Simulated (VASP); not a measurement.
# Ag (I4/mmm) in VASP: a series of runs

The runs below take Ag through single point, with r2SCAN.

Everything below comes from runs of VASP 6.6.1. Logs are shortened: lines on timing, memory, paths and dates and some standing lists are left out, and cuts for length are marked.

## (1) The cell of the first run

It takes space group I4/mmm (No. 139, tetragonal). Conventional cell: a = 3.146 Å, b = 3.146 Å, c = 3.394 Å, α = 90.00°, β = 90.00°, γ = 90.00°. Ag (site symmetry 4/mmm) has 14 Ag at 2.80 to 3.39 Å within 3.7 Å.

## (2) Single point, r2SCAN (strain -0.050 along x and y, +0.025 along z)

Input file POSCAR:

```
Ag
1.0
   -1.5728713000      1.5728713000      1.6970453500
    1.5728713000     -1.5728713000      1.6970453500
    1.5728713000      1.5728713000     -1.6970453500
Ag
1
Direct
    0.0000000000      0.0000000000      0.0000000000
```

Input file INCAR.step1:

```
SYSTEM = Ag
  PREC = Accurate
  ENCUT = 520
  ISMEAR = 0
  SIGMA = 0.15
  LREAL = .FALSE.
  LASPH = .TRUE.
  NELM = 100
  NBANDS = 12
  GGA = PE
  ALGO = Normal
  EDIFF = 1E-4
  LWAVE = .TRUE.
  LCHARG = .FALSE.
```

Input file INCAR.step2:

```
SYSTEM = Ag
  PREC = Accurate
  ENCUT = 520
  EDIFF = 1E-6
  ISMEAR = 0
  SIGMA = 0.15
  LREAL = .FALSE.
  LASPH = .TRUE.
  NELM = 100
  ALGO = Normal
  ISIF = 2
  LWAVE = .FALSE.
  LCHARG = .FALSE.
  METAGGA = R2SCAN
  LMIXTAU = .TRUE.
  NBANDS = 12
  ISTART = 1
```

Input file KPOINTS:

```
regular mesh
0
G
  20 20 20
  0 0 0
```

Potentials or basis: VASP PAW PBE potentials, release 64 (Ag).

Launch:

```console
> cat potpaw_PBE.64/Ag/POTCAR > POTCAR
> cp INCAR.step1 INCAR
> mpirun -np 1 vasp_std > vasp.out
> cp INCAR.step2 INCAR
> mpirun -np 1 vasp_std > vasp.out
```

OUTCAR:

```text
SYSTEM = Ag
   PREC = Accurate
   ENCUT = 520
   EDIFF = 1E-6
   ISMEAR = 0
   LREAL = .FALSE.
   LASPH = .TRUE.
   NELM = 100
   ISIF = 2
   METAGGA = R2SCAN
   ISTART = 1

 ion  position               nearest neighbor table
   1  0.000  0.000  0.000-

  LATTYP: Found a body centered tetragonal cell.
 ALAT       =     3.1457426000
 C/A-ratio  =     1.0789473684

  Lattice vectors:

 A1 = (  -1.5728713000,   1.5728713000,   1.6970453500)
 A2 = (   1.5728713000,  -1.5728713000,   1.6970453500)
 A3 = (   1.5728713000,   1.5728713000,  -1.6970453500)

Analysis of symmetry for initial positions (statically):
=====================================================================
 Subroutine PRICEL returns:
 Original cell was already a primitive cell.

 Routine SETGRP: Setting up the symmetry group for a
 body centered tetragonal supercell.

 Subroutine GETGRP returns: Found 16 space group operations
 (whereof 16 operations were pure point group operations)
 out of a pool of 16 trial point group operations.

The static configuration has the point symmetry D_4h.

Analysis of symmetry for dynamics (positions and initial velocities):
=====================================================================
 Subroutine PRICEL returns:
 Original cell was already a primitive cell.

 Routine SETGRP: Setting up the symmetry group for a
 body centered tetragonal supercell.

 Subroutine GETGRP returns: Found 16 space group operations
 (whereof 16 operations were pure point group operations)
 out of a pool of 16 trial point group operations.

The dynamic configuration has the point symmetry D_4h.

 Subroutine INISYM returns: Found 16 space group operations
 (whereof 16 operations are pure point group operations),
 and found     1 'primitive' translations

----------------------------------------------------------------------------------------

                                     Primitive cell

  volume of cell :      16.7934

  direct lattice vectors                    reciprocal lattice vectors
    -1.572871300  1.572871300  1.697045350     0.000000000  0.317889963  0.294629722
     1.572871300 -1.572871300  1.697045350     0.317889963  0.000000000  0.294629722
     1.572871300  1.572871300 -1.697045350     0.317889963  0.317889963  0.000000000

  length of vectors
     2.797822577  2.797822577  2.797822577     0.433429005  0.433429005  0.449564298

  position of ions in fractional coordinates (direct lattice)
     0.000000000  0.000000000  0.000000000
[... 78 lines left out ...]
   EDIFFG = 0.1E-04   stopping-criterion for IOM
   NSW    =      0    number of steps for IOM
   IBRION =     -1    ionic relax: 0-MD 1-quasi-New 2-CG
   NFREE  =      0    steps in history (QN), initial steepest desc. (CG)
   ISIF   =      2    stress and relaxation
   ISYM   =      2    0-nonsym 1-usesym 2-fastsym
   POTIM  = 0.5000    time-step for ionic-motion
   TEBEG  =    0.0;   TEEND  =   0.0 temperature during run
   PSTRESS=    0.0 pullay stress
   NELECT =      11.0000    total number of electrons
   NUPDOWN=      -1.0000    fix difference up-down
   EMIN   =  10.00;   EMAX   =-10.00  energy-range for DOS
   EFERMI =   0.00;   METHOD = LEGACY
   ISMEAR =     0;   SIGMA  =   0.15  broadening in eV -4-tet -1-fermi 0-gaus
   EFERMI_NEDOS =   21; number of points for ismear=-14 and -15
   IALGO  =     38    algorithm
   IMIX   =      4    mixing-type and parameters
     AMIX     =   0.40;   BMIX     =  1.00
     AMIX_MAG =   1.60;   BMIX_MAG =  1.00
  volume/ion in A,a.u.               =      16.79       113.33
  Fermi-wavevector in a.u.,A,eV,Ry     =   1.421758  2.686734 27.502773  2.021397
  Thomas-Fermi vector in A             =   2.542534
   LORBIT       =      0    0 simple, 1 ext, 2 COOP (PROOUT), +10 PAW based schemes
   METAGGA = R2SCAN    functional components
   LHFCALC =     F    Hartree Fock is set to
   AEXX    =    0.0000 exact exchange contribution
   IVDW    =     0    specifies the selected vdW correction
   LEPSILON=     F    determine dielectric tensor
   LRPA    =     F    only Hartree local field effects (RPA)
 non-spin polarized calculation
 Gauss-broadening in eV      SIGMA  =   0.15
  energy-cutoff  :      520.00
  volume of cell :       16.79
 maximum number of plane-waves:       462
 NGX is ok and might be reduce to    24
   NGX = 11   NGY = 11   NGZ = 11

 number of electron      11.0000003 magnetization

 Free energy of the ion-electron system (eV)
  ---------------------------------------------------
  ext. energy  EPLUGINS =         0.00000000
  ---------------------------------------------------
  free energy    TOTEN  =       -21.31853193 eV

  energy without entropy =      -21.31483645  energy(sigma->0) =      -21.31668419

 E-fermi :   8.6853     XC(G=0): -13.0745

 val. band max:        8.6630018405   @ k =   0.5000   0.3000   0.1000
 cond. band min:       8.6952507531   @ k =   0.3000   0.2000   0.0000
 fundamental gap:      0.0322489126
 Fermi energy:         8.6852688609

 k-point     1 :       0.0000    0.0000    0.0000
  band No.  band energies     occupation
      1       0.5746      2.00000
      2       3.2352      2.00000
      3       3.2352      2.00000
      4       3.5761      2.00000
      5       4.4920      2.00000
      6       4.8643      2.00000
      7      26.6001      0.00000
      8      27.8641      0.00000
      9      27.8641      0.00000
     10      32.7334      0.00000
     11      34.0290      0.00000
     12      34.1812      0.00000
[... 331 lines left out ...]
 k-point    24 :      -0.3500    0.0500   -0.0000
  band No.  band energies     occupation
      1       2.0605      2.00000
      2       2.8570      2.00000
      3       4.3384      2.00000
      4       4.5894      2.00000
      5       4.9145      2.00000
      6       5.5519      2.00000
      7      17.7850      0.00000
      8      24.0786      0.00000
      9      26.1018      0.00000
     10      29.6225      0.00000
     11      31.3334      0.00000
     12      32.6029      0.00000

 [... further k-points ...]
[... 5 lines left out ...]
  --------------------------------------------------------------------------------------
  -------------------------------------------------------------------------------------
  Total        0.3948234      0.3948234      0.5445192      0.0000000     -0.0000000      0.0000000
  in kB       37.6680937     37.6680937     51.9498133      0.0000000     -0.0000000      0.0000000
  external PRESSURE =      42.4286669 kB  Pullay stress =       0.0000000 kB

 VOLUME and BASIS-vectors are now :
 -----------------------------------------------------------------------------
  energy-cutoff  :      520.00
  volume of cell :       16.79
      direct lattice vectors                 reciprocal lattice vectors
    -1.572871300  1.572871300  1.697045350     0.000000000  0.317889963  0.294629722
     1.572871300 -1.572871300  1.697045350     0.317889963  0.000000000  0.294629722
     1.572871300  1.572871300 -1.697045350     0.317889963  0.317889963  0.000000000

 POSITION                                       TOTAL-FORCE (eV/Angst)
 -----------------------------------------------------------------------------------
      0.00000      0.00000      0.00000        -0.000000      0.000000     -0.000000
 -----------------------------------------------------------------------------------
    total drift:                                0.000000      0.000000     -0.000000

  FREE ENERGIE OF THE ION-ELECTRON SYSTEM (eV)
  ---------------------------------------------------
  free  energy   TOTEN  =       -21.3185319344 eV

  energy  without entropy=      -21.3148364495  energy(sigma->0) =      -21.31668419
```

OUTCAR.step1:

```text
SYSTEM = Ag
   PREC = Accurate
   ENCUT = 520
   ISMEAR = 0
   LREAL = .FALSE.
   LASPH = .TRUE.
   NELM = 100
[... 578 lines left out ...]
 -----------------------------------------------------------------------------------
      0.00000      0.00000      0.00000        -0.000000      0.000000      0.000000
 -----------------------------------------------------------------------------------
    total drift:                                0.000000      0.000000      0.000000

  FREE ENERGIE OF THE ION-ELECTRON SYSTEM (eV)
  ---------------------------------------------------
  free  energy   TOTEN  =        -2.6639463865 eV

  energy  without entropy=       -2.6599460364  energy(sigma->0) =       -2.66194621
```

OSZICAR.step1:

```text
N       E                     dE             d eps       ncg     rms          rms(c)
DAV:   1     0.520818809905E+02    0.52082E+02   -0.55316E+03 15584   0.830E+02
DAV:   2    -0.210409119097E+01   -0.54186E+02   -0.51305E+02 17988   0.195E+02
DAV:   3    -0.292103884395E+01   -0.81695E+00   -0.81646E+00 17864   0.253E+01
DAV:   4    -0.292352807574E+01   -0.24892E-02   -0.24891E-02 17416   0.146E+00
DAV:   5    -0.292354733870E+01   -0.19263E-04   -0.19262E-04 17220   0.115E-01    0.544E+00
DAV:   6    -0.267597614609E+01    0.24757E+00   -0.95860E-01 17180   0.878E+00    0.353E+00
DAV:   7    -0.266711354462E+01    0.88626E-02   -0.99041E-03 17340   0.936E-01    0.197E+00
DAV:   8    -0.266393872946E+01    0.31748E-02   -0.71919E-04 17296   0.197E-01    0.875E-02
DAV:   9    -0.266394638653E+01   -0.76571E-05   -0.84620E-06  8880   0.246E-02
   1 F= -.26639464E+01 E0= -.26619462E+01  d E =-.400035E-02
```

It took 5 min on 1 thread of Intel Xeon Platinum 8259CL at 2.50GHz (Skylake/Cascade Lake), shared host; peak memory 0.25 GiB.

What came out:

```yaml
Free_energy: -21.3185 eV
Pressure: 4.2 GPa
```

Stress tensor (GPa, compression positive):
```
3.77 0.00 0.00
0.00 3.77 0.00
0.00 0.00 5.19
```

Levels at points of the mesh, in eV from the Fermi level:
| k point | band 2 | band 3 | band 4 | band 5 | band 6 | band 7 | band 8 | band 9 | band 10 | band 11 |
| --- | --- | --- | --- | --- | --- | --- | --- | --- | --- | --- |
| (0.00, 0.00, 0.00) | -5.45 | -5.45 | -5.11 | -4.19 | -3.82 | 17.91 | 19.18 | 19.18 | 24.05 | 25.34 |
| (0.50, 0.00, 0.00) | -6.03 | -4.28 | -3.78 | -2.94 | -0.21 | 4.12 | 14.38 | 15.90 | 21.35 | 22.83 |
| (0.50, 0.50, 0.00) | -6.43 | -3.76 | -3.71 | -2.86 | 0.26 | 4.90 | 13.17 | 14.08 | 20.00 | 20.94 |
| (0.50, 0.50, 0.50) | -6.86 | -3.23 | -3.12 | -3.12 | 5.79 | 8.06 | 8.06 | 12.22 | 14.68 | 14.83 |

Caveat: the cell differs from its parent crystal (strain -0.050 along x and y, +0.025 along z); the PAW data sets were made with another functional, which shifts forces and pressure a little.

## (3) Single point, r2SCAN (strain -0.050 along x and y, +0.050 along z)

Input file POSCAR:

```
Ag
1.0
   -1.5728713000      1.5728713000      1.7384367000
    1.5728713000     -1.5728713000      1.7384367000
    1.5728713000      1.5728713000     -1.7384367000
Ag
1
Direct
    0.0000000000      0.0000000000      0.0000000000
```

Input file INCAR.step1:

```
SYSTEM = Ag
PREC = Accurate
ENCUT = 520
ISMEAR = 0
SIGMA = 0.15
LREAL = .FALSE.
LASPH = .TRUE.
NELM = 60
NBANDS = 12
GGA = PE
ALGO = Normal
EDIFF = 1E-4
LWAVE = .TRUE.
LCHARG = .FALSE.
```

Input file INCAR.step2:

```
SYSTEM = Ag
PREC = Accurate
ENCUT = 520
EDIFF = 1E-7
ISMEAR = 0
SIGMA = 0.15
LREAL = .FALSE.
LASPH = .TRUE.
NELM = 60
ALGO = Normal
ISIF = 2
LWAVE = .FALSE.
LCHARG = .FALSE.
METAGGA = R2SCAN
LMIXTAU = .TRUE.
NBANDS = 12
ISTART = 1
```

KPOINTS is that of step 2.

Potentials or basis: VASP PAW PBE potentials, release 64 (Ag).

Launch:

```console
> cat potpaw_PBE.64/Ag/POTCAR > POTCAR
> cp INCAR.step1 INCAR
> mpirun -np 1 vasp_std > vasp.out
> cp INCAR.step2 INCAR
> mpirun -np 1 vasp_std > vasp.out
```

Wall time 6.1 min (1 thread of Intel Xeon Platinum 8259CL at 2.50GHz (Skylake/Cascade Lake), shared host); peak memory 0.25 GiB.

The run converged. Its results:

```yaml
Free_energy: -21.3285 eV
Pressure: 1.4 GPa
```

Stress tensor (GPa, compression positive):
```
0.82 0.00 0.00
0.00 0.82 0.00
0.00 0.00 2.54
```

Levels at points of the mesh, in eV from the Fermi level:
```
           k point  band 3  band 4  band 5  band 6  band 7  band 8  band 9  band 10
(0.00, 0.00, 0.00)   -5.35   -4.93   -4.20   -3.75   17.64   19.20   19.20    23.23
(0.50, 0.00, 0.00)   -4.30   -3.70   -2.95   -0.16    3.93   14.45   15.88    21.21
(0.50, 0.50, 0.00)   -3.65   -3.62   -2.84    0.44    4.94   12.86   13.55    19.46
(0.50, 0.50, 0.50)   -3.23   -3.08   -3.08    5.32    8.24    8.24   11.47    14.68
```

Caveat: the cell differs from its parent crystal (strain -0.050 along x and y, +0.050 along z); the PAW data sets were made with another functional, which shifts forces and pressure a little.
